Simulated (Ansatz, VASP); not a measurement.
**One calculation of Si5CN8, two programs**

The input INCAR:

```
SYSTEM = Si5CN8
PREC = Accurate ; ENCUT = 520
EDIFF = 1E-7 ; ISMEAR = -1
SIGMA = 0.02 ; LREAL = .False.
LASPH = .True. ; NELM = 100
ALGO = Normal ; ISIF = 2
LWAVE = .False. ; LCHARG = .False.
GGA = PE ; NBANDS = 45
```

File KPOINTS:

```
Automatic mesh
0
Gamma
  4 10 4
  0 0 0
```

POSCAR

```
Si5CN8
1.0
    7.3946849668      0.0000000000     -0.0123722898
    0.0000000000      2.8508289282      0.0000000000
   -3.7080622141      0.0000000000      6.4558759539
Si C N
5 1 8
Direct
    0.5893144387      0.5000000000      0.8223572278
    0.8183397049      0.0000000000      0.2263461813
    0.7621674051      0.0000000000      0.5898102496
    0.2377075316      0.5000000000      0.3965581194
    0.1813863420      0.5000000000      0.7851580321
    0.4194859119      0.0000000000      0.1941525003
    0.3267961202      0.5000000000      0.6597461036
    0.6451482110      0.0000000000      0.3208677913
    0.6922752047      0.5000000000      0.6628042350
    0.6677885342      0.0000000000      0.9651199643
    0.0302876362      0.0000000000      0.7085381529
    0.9689787102      0.5000000000      0.2968935602
    0.3144852945      0.0000000000      0.3165156846
    0.3458389550      0.5000000000      0.0551321979
```

Input for Ansatz:

```yaml
crystal:
  lattice:
    - [7.3946849668, 0.0, -0.0123722898]
    - [0.0, 2.8508289282, 0.0]
    - [-3.7080622141, 0.0, 6.4558759539]
  atoms:
    - { symbol: Si, position: [0.5893144387, 0.5, 0.8223572278] }
    - { symbol: Si, position: [0.8183397049, 0.0, 0.2263461813] }
    - { symbol: Si, position: [0.7621674051, 0.0, 0.5898102496] }
    - { symbol: Si, position: [0.2377075316, 0.5, 0.3965581194] }
    - { symbol: Si, position: [0.181386342, 0.5, 0.7851580321] }
    - { symbol: C, position: [0.4194859119, 0.0, 0.1941525003] }
    - { symbol: "N", position: [0.3267961202, 0.5, 0.6597461036] }
    - { symbol: "N", position: [0.645148211, 0.0, 0.3208677913] }
    - { symbol: "N", position: [0.6922752047, 0.5, 0.662804235] }
    - { symbol: "N", position: [0.6677885342, 0.0, 0.9651199643] }
    - { symbol: "N", position: [0.0302876362, 0.0, 0.7085381529] }
    - { symbol: "N", position: [0.9689787102, 0.5, 0.2968935602] }
    - { symbol: "N", position: [0.3144852945, 0.0, 0.3165156846] }
    - { symbol: "N", position: [0.345838955, 0.5, 0.0551321979] }
kpoints:
  mp_grid: { grid: [4, 10, 4] }
  band_path:
    path:
      - [0.0, 0.0, 0.0]
      - [-3.836354144604e-35, -0.5, -3.771469547209e-18]
      - [1.744689828714e-20, -0.5, -0.5]
      - [1.744689828714e-20, 3.575736561714e-35, -0.5]
      - [0.0, 0.0, 0.0]
      - [-0.5, 2.922700536781e-19, -2.713093141618e-17]
      - [-0.5, -0.5, -6.247042787689e-17]
      - [-3.836354144604e-35, -0.5, -3.771469547209e-18]
      - [-0.5, -0.5, 0.5]
      - [-0.5, 2.922700536781e-19, 0.5]
      - [0.0, 0.0, 0.0]
    npoints: 10
hamiltonian:
  xc: pbe
scf:
  occupations: { method: fermi_dirac, width: 0.02 }
  n_extra_bands: 7
output:
  forces: true
  stress: true
  eigenvalues: true
  write_density: true
  write_potential: true
  elf: true
  volumetric_format: npy
```

Alike in both runs: task single point; functional PBE; k mesh 4 × 10 × 4; occupations fermi-dirac, width 0.02 eV; no spin polarisation.

|  | VASP | Ansatz |
| --- | --- | --- |
| version | VASP 6.6.1 | Ansatz 0.2.0 |
| potentials or method | VASP PAW PBE potentials, release 64 (Si, C, N) | plane waves, PAW |
| plane-wave cutoff (eV) | 520 | 420 |
| valence electrons in the cell | 64 | 64 |

VASP gave:

```
gap on the k mesh at the Fermi level (eV)                     : 2.00
pressure (GPa)                                                : 5.4
traceless stress, the component that is largest in VASP (GPa) : -0.10
rms of the force components (eV/Å)                            : 0.064
```

Problem. Which values does Ansatz return?

Solution. gap on the k mesh at the Fermi level (eV): 2.00; pressure (GPa): 5.6; traceless stress, the component that is largest in VASP (GPa): -0.09; rms of the force components (eV/Å): 0.071.

Atom by atom the forces differ by 0.016 eV/Å (rms over components). With one functional, cell and mesh, what is left measures potentials, basis and numerics.
